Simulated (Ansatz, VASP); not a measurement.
Two plane-wave programs on CuI

The input INCAR:

```
SYSTEM = CuI
  ALGO = Normal
  EDIFF = 1E-6
  ENCUT = 520
  GGA = CA
  ISIF = 2
  ISMEAR = -1
  LASPH = .True.
  LCHARG = .True.
  LELF = .True.
  LREAL = .False.
  LVHAR = .True.
  LWAVE = .False.
  NBANDS = 16
  NELM = 100
  PREC = Accurate
  SIGMA = 0.02
```

Contents of KPOINTS:

```
k-points
0
Gamma
  8 8 8
  0 0 0
```

Contents of POSCAR:

```
CuI
1.0
    0.0000000000      2.8561103470      2.8561103470
    2.8561103470      0.0000000000      2.8561103470
    2.8561103470      2.8561103470      0.0000000000
Cu I
1 1
Direct
    0.0000000000      0.0000000000      0.0000000000
    0.5000000000      0.5000000000      0.5000000000
```

Input for Ansatz:

```yaml
crystal:
  lattice:
    - [0.0, 2.856110347, 2.856110347]
    - [2.856110347, 0.0, 2.856110347]
    - [2.856110347, 2.856110347, 0.0]
  atoms:
    - { symbol: Cu, position: [0.0, 0.0, 0.0] }
    - { symbol: I, position: [0.5, 0.5, 0.5] }
kpoints:
  mp_grid: { grid: [8, 8, 8] }
  band_path:
    path:
      - [0.0, 0.0, 0.0]
      - [0.5, 0.0, 0.5]
      - [0.625, 0.25, 0.625]
      - [0.375, 0.375, 0.75]
      - [0.5, 0.5, 0.5]
      - [0.5, 0.25, 0.75]
    npoints: 1
hamiltonian:
  xc: lda
scf:
  occupations: { method: fermi_dirac, width: 0.02 }
  n_extra_bands: 4
output:
  forces: true
  stress: true
  eigenvalues: true
```

Alike in both runs: task single point; functional LDA; k mesh 8 × 8 × 8; occupations fermi-dirac, width 0.02 eV; no spin polarisation.

|  | VASP | Ansatz |
| --- | --- | --- |
| version | VASP 6.6.1 | Ansatz 0.2.0 |
| potentials or method | VASP PAW LDA potentials, release 64 (Cu, I) | plane waves, PAW |
| plane-wave cutoff (eV) | 520 | 420 |
| valence electrons in the cell | 18 | 36 |

|  | VASP | Ansatz | Ansatz less VASP |
| --- | --- | --- | --- |
| pressure (GPa) | -5.0 | -5.2 | -0.17 |

LDA's correlation is that of Perdew and Zunger in VASP and of Perdew and Wang (1992) in Ansatz. VASP's potentials hold 18 valence electrons a cell and Ansatz's 36, so a difference there can come from the potentials and not from the codes.

Neither program's run includes spin-orbit coupling.
